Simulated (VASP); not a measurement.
# TePb (Fm-3m) in VASP: notebook

The runs below take TePb through single point, relaxation of cell and atoms, with revPBE.

Everything below comes from runs of VASP 6.6.1. Logs are shortened: lines on timing, memory, paths and dates and some standing lists are left out, and cuts for length are marked.

## (1) The cell of the first run

It takes space group Fm-3m (No. 225, cubic). Conventional cell: a = 5.868 Å, b = 5.868 Å, c = 5.868 Å, α = 90.00°, β = 90.00°, γ = 90.00°. Within 3.9 Å of Te (site symmetry m-3m) lie 6 Pb at 2.93 Å. Pb (site symmetry m-3m) has 6 Te at 2.93 Å within 3.9 Å.

## (2) Single point, revPBE

File INCAR:

```
PREC     = Accurate       # precision mode
ENCUT    = 500            # plane-wave cutoff, eV
EDIFF    = 1E-6           # SCF threshold, eV
ISMEAR   = 0              # smearing method
SIGMA    = 0.01           # smearing width, eV
LREAL    = False          # projectors in reciprocal space
LASPH    = True           # aspherical terms in the spheres
NELM     = 120            # most SCF steps
ALGO     = Normal         # electronic algorithm
ISIF     = 2              # what is computed and relaxed
LWAVE    = False          # write WAVECAR
LCHARG   = True           # write CHGCAR
GGA      = RE             # functional
LELF     = True           # ELF
LVHAR    = True         
NBANDS   = 17             # bands
GGA_COMPAT= False
```

File KPOINTS:

```
Automatic mesh
0
Gamma
  3 3 3
```

File POSCAR:

```
TePb
1.0
    0.0000000000      2.9339712446      2.9339712446
    2.9339712446      0.0000000000      2.9339712446
    2.9339712446      2.9339712446      0.0000000000
Te Pb
1 1
Direct
    0.5000000000      0.5000000000      0.5000000000
    0.0000000000      0.0000000000      0.0000000000
```

Potentials or basis: VASP PAW PBE potentials, release 64 (Te, Pb_d).

Run with:

```sh
cat potpaw_PBE.64/Te/POTCAR potpaw_PBE.64/Pb_d/POTCAR > POTCAR
mpirun -np 1 vasp_std > vasp.out
```

OUTCAR:

```text
PREC = Accurate
   ENCUT = 500
   EDIFF = 1E-6
   ISMEAR = 0
   LREAL = False
   LASPH = True
   NELM = 120
   ISIF = 2
   GGA = RE

 ion  position               nearest neighbor table
   1  0.500  0.500  0.500-   2 2.93   2 2.93   2 2.93   2 2.93   2 2.93   2 2.93
   2  0.000  0.000  0.000-   1 2.93   1 2.93   1 2.93   1 2.93   1 2.93   1 2.93

  LATTYP: Found a face centered cubic cell.
 ALAT       =     5.8679424892

  Lattice vectors:

 A1 = (   0.0000000000,   2.9339712446,   2.9339712446)
 A2 = (   2.9339712446,   0.0000000000,   2.9339712446)
 A3 = (   2.9339712446,   2.9339712446,   0.0000000000)

Analysis of symmetry for initial positions (statically):
=====================================================================
 Subroutine PRICEL returns:
 Original cell was already a primitive cell.

 Routine SETGRP: Setting up the symmetry group for a
 face centered cubic supercell.

 Subroutine GETGRP returns: Found 48 space group operations
 (whereof 48 operations were pure point group operations)
 out of a pool of 48 trial point group operations.

The static configuration has the point symmetry O_h .

Analysis of symmetry for dynamics (positions and initial velocities):
=====================================================================
 Subroutine PRICEL returns:
 Original cell was already a primitive cell.

 Routine SETGRP: Setting up the symmetry group for a
 face centered cubic supercell.

 Subroutine GETGRP returns: Found 48 space group operations
 (whereof 48 operations were pure point group operations)
 out of a pool of 48 trial point group operations.

The dynamic configuration has the point symmetry O_h .

 Subroutine INISYM returns: Found 48 space group operations
 (whereof 48 operations are pure point group operations),
 and found     1 'primitive' translations

----------------------------------------------------------------------------------------

                                     Primitive cell

  volume of cell :      50.5123

  direct lattice vectors                    reciprocal lattice vectors
     0.000000000  2.933971245  2.933971245    -0.170417485  0.170417485  0.170417485
     2.933971245  0.000000000  2.933971245     0.170417485 -0.170417485  0.170417485
     2.933971245  2.933971245  0.000000000     0.170417485  0.170417485 -0.170417485

  length of vectors
     4.149261926  4.149261926  4.149261926     0.295171742  0.295171742  0.295171742

  position of ions in fractional coordinates (direct lattice)
     0.500000000  0.500000000  0.500000000
     0.000000000  0.000000000  0.000000000

  ion indices of the primitive-cell ions
   primitive index   ion index
                 1           1
                 2           2

----------------------------------------------------------------------------------------

 KPOINTS: Automatic mesh

Automatic generation of k-mesh.
 Grid dimensions read from file:
 generate k-points for:    3    3    3

 Generating k-lattice:

  Cartesian coordinates                     Fractional coordinates (reciprocal lattice)
    -0.056805828  0.056805828  0.056805828     0.333333333  0.000000000  0.000000000
     0.056805828 -0.056805828  0.056805828     0.000000000  0.333333333  0.000000000
     0.056805828  0.056805828 -0.056805828     0.000000000  0.000000000  0.333333333

  Length of vectors
     0.098390581  0.098390581  0.098390581

  Shift w.r.t. Gamma in fractional coordinates (k-lattice)
     0.000000000  0.000000000  0.000000000

 Subroutine IBZKPT returns following result:
 ===========================================

 Found      4 irreducible k-points:

 Following reciprocal coordinates:
            Coordinates               Weight
  0.000000  0.000000  0.000000      1.000000
  0.333333  0.000000  0.000000      8.000000
  0.333333  0.333333  0.000000      6.000000
 -0.333333  0.333333  0.000000     12.000000
   k-points           NKPTS =      4   k-points in BZ     NKDIM =      4   number of bands    NBANDS=     17
   number of dos      NEDOS =    301   number of ions     NIONS =      2
   total plane-waves  NPLWV =  27000
   dimension x,y,z NGX =    30 NGY =   30 NGZ =   30
   dimension x,y,z NGXF=    60 NGYF=   60 NGZF=   60
   ions per type =               1   1
   NGX,Y,Z   is equivalent  to a cutoff of  12.02, 12.02, 12.02 a.u.
   NGXF,Y,Z  is equivalent  to a cutoff of  24.04, 24.04, 24.04 a.u.
 SYSTEM =  unknown system
   PREC   = accura    normal or accurate (medium, high low for compatibility)
   ISTART =      0    job   : 0-new  1-cont  2-samecut
   ICHARG =      2    charge: 1-file 2-atom 10-const
   ISPIN  =      1    spin polarized calculation?
   LNONCOLLINEAR =      F non collinear calculations
   LSORBIT =      F    spin-orbit coupling
   LASPH  =      T    aspherical Exc in radial PAW
   ENCUT  =  500.0 eV  36.75 Ry    6.06 a.u.   7.57  7.57  7.57*2*pi/ulx,y,z
   NELM   =    120;   NELMIN=  2; NELMDL= -5     # of ELM steps
   EDIFF  = 0.1E-05   stopping-criterion for ELM
   LREAL  =      F    real-space projection
[... 7 lines left out ...]
   TEBEG  =    0.0;   TEEND  =   0.0 temperature during run
   PSTRESS=    0.0 pullay stress
   NELECT =      20.0000    total number of electrons
   NUPDOWN=      -1.0000    fix difference up-down
   EMIN   =  10.00;   EMAX   =-10.00  energy-range for DOS
   EFERMI =   0.00;   METHOD = LEGACY
   ISMEAR =     0;   SIGMA  =   0.01  broadening in eV -4-tet -1-fermi 0-gaus
   EFERMI_NEDOS =   21; number of points for ismear=-14 and -15
   IALGO  =     38    algorithm
   IMIX   =      4    mixing-type and parameters
     AMIX     =   0.40;   BMIX     =  1.00
     AMIX_MAG =   1.60;   BMIX_MAG =  1.00
  volume/ion in A,a.u.               =      25.26       170.44
  Fermi-wavevector in a.u.,A,eV,Ry     =   1.202132  2.271701 19.662083  1.445122
  Thomas-Fermi vector in A             =   2.337922
   LORBIT       =      0    0 simple, 1 ext, 2 COOP (PROOUT), +10 PAW based schemes
   GGA     = RE    functional components
   LHFCALC =     F    Hartree Fock is set to
   AEXX    =    0.0000 exact exchange contribution
   IVDW    =     0    specifies the selected vdW correction
   LEPSILON=     F    determine dielectric tensor
   LRPA    =     F    only Hartree local field effects (RPA)
 non-spin polarized calculation
 Gauss-broadening in eV      SIGMA  =   0.01
  energy-cutoff  :      500.00
  volume of cell :       50.51
 maximum number of plane-waves:      1292
 NGX is ok and might be reduce to    30
   NGX = 15   NGY = 15   NGZ = 15

 number of electron      20.0000001 magnetization

 Free energy of the ion-electron system (eV)
  ---------------------------------------------------
  ext. energy  EPLUGINS =         0.00000000
  ---------------------------------------------------
  free energy    TOTEN  =        -5.48357974 eV

  energy without entropy =       -5.48357974  energy(sigma->0) =       -5.48357974

 E-fermi :   9.7053     XC(G=0): -10.6254

 val. band max:        9.6382308815   @ k =   0.3333   0.0000   0.0000
 cond. band min:      11.1553533653   @ k =   0.3333   0.0000   0.0000
 fundamental gap:      1.5171224838
 Fermi energy:         9.7052792418

 k-point     1 :       0.0000    0.0000    0.0000
  band No.  band energies     occupation
      1      -7.5677      2.00000
      2      -7.5677      2.00000
      3      -7.5267      2.00000
      4      -7.5267      2.00000
      5      -7.5267      2.00000
      6      -4.8674      2.00000
      7       5.4265      2.00000
      8       7.4369      2.00000
      9       7.4369      2.00000
     10       7.4369      2.00000
     11      14.3332      0.00000
     12      14.3332      0.00000
     13      14.3332      0.00000
     14      15.0566      0.00000
     15      15.0566      0.00000
     16      15.0566      0.00000
     17      16.0291      0.00000

 k-point     2 :       0.3333    0.0000    0.0000
  band No.  band energies     occupation
      1      -7.6114      2.00000
      2      -7.6114      2.00000
      3      -7.5298      2.00000
      4      -7.4883      2.00000
      5      -7.4883      2.00000
      6      -3.5353      2.00000
      7       0.9910      2.00000
      8       7.8941      2.00000
      9       7.8941      2.00000
     10       9.6382      2.00000
     11      11.1554      0.00000
     12      11.2190      0.00000
     13      11.2190      0.00000
     14      16.3303      0.00000
     15      17.2893      0.00000
     16      17.2893      0.00000
     17      22.4535      0.00000

 k-point     3 :       0.3333    0.3333    0.0000
  band No.  band energies     occupation
      1      -7.7496      2.00000
      2      -7.5533      2.00000
      3      -7.5421      2.00000
      4      -7.4681      2.00000
      5      -7.4681      2.00000
      6      -3.0198      2.00000
      7       2.3420      2.00000
      8       5.4342      2.00000
      9       5.7457      2.00000
     10       5.7457      2.00000
     11      12.2739      0.00000
     12      15.6031      0.00000
     13      15.6031      0.00000
     14      15.6249      0.00000
     15      19.2898      0.00000
     16      19.8076      0.00000
     17      20.0492      0.00000

 k-point     4 :      -0.3333    0.3333    0.0000
  band No.  band energies     occupation
      1      -7.7253      2.00000
      2      -7.5905      2.00000
      3      -7.5191      2.00000
      4      -7.4857      2.00000
      5      -7.4650      2.00000
      6      -1.8208      2.00000
      7       0.2301      2.00000
      8       3.8284      2.00000
      9       6.5455      2.00000
     10       7.4365      2.00000
     11      13.1334      0.00000
     12      13.2785      0.00000
     13      15.7385      0.00000
     14      15.8970      0.00000
     15      17.8010      0.00000
     16      18.9235      0.00000
     17      20.8085      0.00000

------------------------ aborting loop because EDIFF is reached ----------------------------------------

  FORCE on cell =-STRESS in cart. coord.  units (eV):
  Direction    XX          YY          ZZ          XY          YZ          ZX
  --------------------------------------------------------------------------------------
  -------------------------------------------------------------------------------------
  Total        9.4439396      9.4439396      9.4439396      0.0000000     -0.0000000      0.0000000
  in kB      299.5478640    299.5478640    299.5478640      0.0000000     -0.0000000      0.0000000
  external PRESSURE =     299.5478640 kB  Pullay stress =       0.0000000 kB

 VOLUME and BASIS-vectors are now :
 -----------------------------------------------------------------------------
  energy-cutoff  :      500.00
  volume of cell :       50.51
      direct lattice vectors                 reciprocal lattice vectors
     0.000000000  2.933971245  2.933971245    -0.170417485  0.170417485  0.170417485
     2.933971245  0.000000000  2.933971245     0.170417485 -0.170417485  0.170417485
     2.933971245  2.933971245  0.000000000     0.170417485  0.170417485 -0.170417485

 POSITION                                       TOTAL-FORCE (eV/Angst)
 -----------------------------------------------------------------------------------
      2.93397      2.93397      2.93397        -0.000000      0.000000      0.000000
      0.00000      0.00000      0.00000         0.000000     -0.000000     -0.000000
 -----------------------------------------------------------------------------------
    total drift:                               -0.000000      0.000000      0.000000

  FREE ENERGIE OF THE ION-ELECTRON SYSTEM (eV)
  ---------------------------------------------------
  free  energy   TOTEN  =        -5.4835797362 eV

  energy  without entropy=       -5.4835797362  energy(sigma->0) =       -5.48357974
```

It took 5.6 s on 1 thread of Intel Xeon Platinum 8488C (Sapphire Rapids), shared host; peak memory 0.16 GiB.

Results:

| Property | Result |
| --- | --- |
| Free energy | -5.4836 eV |
| Pressure | 30.0 GPa |

Caveat: the k points lie up to 0.62 Å⁻¹ apart; this odd mesh misses L, where the gap lies, so gap, dielectric constants and Born charges aren't listed; the PAW data sets were made with another functional, which shifts forces and pressure a little; spin-orbit coupling is left out, which moves the levels of the heavy elements.

## (3) Relaxation of cell and atoms, revPBE, target pressure 30 GPa, at which the enthalpy is minimised

This run uses another cell than the first one, of 33.73 Å³/atom, 1.335 times its volume.

File INCAR:

```
PREC = Accurate
ENCUT = 500
EDIFF = 1E-7
ISMEAR = 0
SIGMA = 0.01
LREAL = F
LASPH = T
NELM = 120
ALGO = Normal
ISIF = 3
LWAVE = F
LCHARG = F
GGA = RE
IBRION = 2
NSW = 80
EDIFFG = -0.05
PSTRESS = 300.0
GGA_COMPAT = F
NELMIN = 4
```

File KPOINTS:

```
regular mesh
0
Gamma
  3 3 3
```

File POSCAR:

```
TePb
1.0
    0.0000000000      3.2310000000      3.2310000000
    3.2310000000      0.0000000000      3.2310000000
    3.2310000000      3.2310000000      0.0000000000
Te Pb
1 1
Direct
    0.5000000000      0.5000000000      0.5000000000
    0.0000000000      0.0000000000      0.0000000000
```

Potentials or basis: VASP PAW PBE potentials, release 64 (Te, Pb_d).

Run with:

```sh
cat potpaw_PBE.64/Te/POTCAR potpaw_PBE.64/Pb_d/POTCAR > POTCAR
mpirun -np 1 vasp_std > vasp.out
```

OUTCAR:

```text
PREC = Accurate
   ENCUT = 500
   EDIFF = 1E-7
   ISMEAR = 0
   LREAL = F
   LASPH = T
   NELM = 120
   ISIF = 3
   GGA = RE
   IBRION = 2
   NSW = 80
   EDIFFG = -0.05
   PSTRESS = 300.0
   NELMIN = 4

 ion  position               nearest neighbor table
   1  0.500  0.500  0.500-   2 3.23   2 3.23   2 3.23   2 3.23   2 3.23   2 3.23
   2  0.000  0.000  0.000-   1 3.23   1 3.23   1 3.23   1 3.23   1 3.23   1 3.23

  LATTYP: Found a face centered cubic cell.
 ALAT       =     6.4620000000

  Lattice vectors:

 A1 = (   0.0000000000,   3.2310000000,   3.2310000000)
 A2 = (   3.2310000000,   0.0000000000,   3.2310000000)
 A3 = (   3.2310000000,   3.2310000000,   0.0000000000)

Analysis of symmetry for initial positions (statically):
[... 140 lines left out ...]
 maximum number of plane-waves:      1712
 NGX is ok and might be reduce to    36
   NGX = 17   NGY = 17   NGZ = 17

--------------------------------------- Ionic step        1  -------------------------------------------

 number of electron      20.0000003 magnetization

 Free energy of the ion-electron system (eV)
  ---------------------------------------------------
  ext. energy  EPLUGINS =         0.00000000
  ---------------------------------------------------
  free energy    TOTEN  =        -6.92371850 eV

  energy without entropy =       -6.92371850  energy(sigma->0) =       -6.92371850

 E-fermi :   5.3930     XC(G=0):  -9.2076

 val. band max:        5.3383942642   @ k =   0.3333   0.0000   0.0000
 cond. band min:       7.2142955499   @ k =   0.3333   0.0000   0.0000
 fundamental gap:      1.8759012857
 Fermi energy:         5.3929660467
[... 292 lines left out ...]
--------------------------------------- Ionic step        5  -------------------------------------------

 number of electron      20.0000000 magnetization

 Free energy of the ion-electron system (eV)
  ---------------------------------------------------
  ext. energy  EPLUGINS =         0.00000000
  ---------------------------------------------------
  free energy    TOTEN  =        -5.48041447 eV

  energy without entropy =       -5.48041447  energy(sigma->0) =       -5.48041447

 E-fermi :   9.7092     XC(G=0): -10.6291

 val. band max:        9.6509438307   @ k =   0.3333   0.0000   0.0000
 cond. band min:      11.1669418267   @ k =   0.3333   0.0000   0.0000
 fundamental gap:      1.5159979960
 Fermi energy:         9.7092255833
[... 99 lines left out ...]
  energy  without entropy=       -5.4804144737  energy(sigma->0) =       -5.48041447

  enthalpy is  TOTEN    =         3.9707715263 eV   P V=        9.4511860000

 reached required accuracy - stopping structural energy minimisation
```

CONTCAR:

```text
TePb
   1.00000000000000
     0.0000000000000000    2.9332464072405906    2.9332464072405906
     2.9332464072405906   -0.0000000000000000    2.9332464072405906
     2.9332464072405906    2.9332464072405906    0.0000000000000000
  Te              Pb
     1     1
Direct
     0.5000000000000000    0.5000000000000000    0.5000000000000000
     0.0000000000000000    0.0000000000000000    0.0000000000000000

  0.00000000E+00  0.00000000E+00  0.00000000E+00
  0.00000000E+00  0.00000000E+00  0.00000000E+00
```

It took 34 s on 1 thread of Intel Xeon Platinum 8488C (Sapphire Rapids), shared host; peak memory 0.22 GiB.

Results:

| Property | Result |
| --- | --- |
| Free energy | -5.4804 eV |
| Relaxed volume | 25.24 Å³/atom |
| Relaxed cell | a = 4.148 Å, b = 4.148 Å, c = 4.148 Å, α = 60.00°, β = 60.00°, γ = 60.00° |
| Space group after relaxing (to 0.05 Å) | Fm-3m (No. 225) |
| Energy change on relaxing (the enthalpy is what falls) | +721.7 meV/atom |
| Ionic steps | 5 |
| Pressure after relaxing | 30.1 GPa |

Step by step:
| step | energy change (eV) | largest force (eV/Å) | pressure (GPa) | volume (Å³) |
| --- | --- | --- | --- | --- |
| 1 | 0.0000 | 0.0000 | 3.15 | 67.46 |
| 2 | 20.9874 | 0.0000 | 374.98 | 25.96 |
| 3 | 0.9891 | 0.0000 | 22.83 | 53.24 |
| 4 | 1.1999 | 0.0000 | 26.24 | 51.86 |
| 5 | 1.4433 | 0.0000 | 30.09 | 50.47 |

Final structure:
```
CELL_PARAMETERS angstrom
0.00000 2.93325 2.93325
2.93325 0.00000 2.93325
2.93325 2.93325 0.00000
ATOMIC_POSITIONS crystal
Te 0.50000 0.50000 0.50000
Pb 0.00000 0.00000 0.00000
```

Levels at points of the mesh, in eV from the Fermi level:
| k point | band 7 | band 8 | band 9 | band 10 | band 11 | band 12 | band 13 | band 14 |
| --- | --- | --- | --- | --- | --- | --- | --- | --- |
| (0.00, 0.00, 0.00) | -4.27 | -2.26 | -2.26 | -2.26 | 4.64 | 4.64 | 4.64 | 5.36 |

Caveat: the k points lie up to 0.62 Å⁻¹ apart in the final cell; this odd mesh misses L, where the gap lies, so gap, dielectric constants and Born charges aren't listed; the cell is relaxed towards a set pressure, so the enthalpy falls and the energy may rise; the volume moved by over 15 % at a fixed basis, so the end points are rough; the PAW data sets were made with another functional, which shifts forces and pressure a little; spin-orbit coupling is left out, which moves the levels of the heavy elements.
